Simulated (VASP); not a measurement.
A run of VASP 6.6.1 is set up as follows.

File POSCAR:

```
NbTe
1.0
    0.0000000000      3.1825006690      3.1825006690
    3.1188506556      0.0000000000      3.1825006690
    3.1188506556      3.1825006690      0.0000000000
Nb Te
1 1
Direct
    0.0000000000      0.0000000000      0.0000000000
    0.2500000000      0.2500000000      0.2500000000
```

File INCAR.step1:

```
PREC = Accurate
ENCUT = 520
ISMEAR = 0
SIGMA = 0.05
LREAL = False
LASPH = True
NELM = 150
ISPIN = 2
MAGMOM = 1.77 0
LMAXMIX = 4
NBANDS = 20
GGA = PE
ALGO = Normal
EDIFF = 1E-4
LWAVE = True
LCHARG = False
```

File INCAR.step2:

```
PREC = Accurate
ENCUT = 520
EDIFF = 1E-6
ISMEAR = 0
SIGMA = 0.05
LREAL = False
LASPH = True
NELM = 150
ALGO = Normal
ISIF = 2
LWAVE = False
LCHARG = False
ISPIN = 2
MAGMOM = 1.77 0
LORBIT = 11
LMAXMIX = 4
METAGGA = R2SCAN
LMIXTAU = True
NBANDS = 20
ISTART = 1
```

KPOINTS

```
Automatic mesh
0
Gamma
  10 10 10
```

Potentials or basis: VASP PAW PBE potentials, release 64 (Nb_sv, Te).

The run is started by

```bash
$ cat potpaw_PBE.64/Nb_sv/POTCAR potpaw_PBE.64/Te/POTCAR > POTCAR
$ cp INCAR.step1 INCAR
$ mpirun -np 1 vasp_std > vasp.out
$ cp INCAR.step2 INCAR
$ mpirun -np 1 vasp_std > vasp.out
```

What does it give for the pressure?

1.3 GPa.

What does it give for the site moments?

Nb +1.70; Te -0.08 μB.

Estimate the net moment.

2.29 μB per cell.

Stress tensor (GPa, compression positive):
```
1.48 0.00 0.00
0.00 1.18 0.00
0.00 0.00 1.18
```

Caveat: the PAW data sets were made with another functional, which shifts forces and pressure a little.
